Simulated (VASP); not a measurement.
Ag, 4 atoms in the cell. The typed cell holds 4 atoms: a = 5.023 Å, b = 4.163 Å, c = 4.173 Å, α = 90.02°, β = 113.73°, γ = 65.49°. 

* Program: VASP 6.6.1
* Task: single point
* Functional: PBE
* Potentials or basis: VASP PAW PBE potentials, release 64 (Ag)
* Cutoff: 520 eV
* k mesh: 4 × 4 × 6
* Occupations: gaussian, width 0.1 eV
* Spin: no spin polarisation
* Dipole correction: no
* Further INCAR settings: ALGO = Fast; EDIFF = 1e-06; NBANDS = 30

Potentials or basis: VASP PAW PBE potentials, release 64 (Ag).

The run is started by

```bash
$ cat potpaw_PBE.64/Ag/POTCAR > POTCAR
$ mpirun -np 1 vasp_std > vasp.out
```

Hardware: 1 thread of Intel(R) Xeon(R) Platinum 8175M CPU @ 2.50GHz (Skylake/Cascade Lake), with other jobs on the host.

**Question.** How long does it take, and how much memory?

**Answer.** Wall time 96 s on 1 thread of Intel(R) Xeon(R) Platinum 8175M CPU @ 2.50GHz (Skylake/Cascade Lake) (shared host), peak memory 0.24 GiB. Counts: scf iterations 12, k points 52.
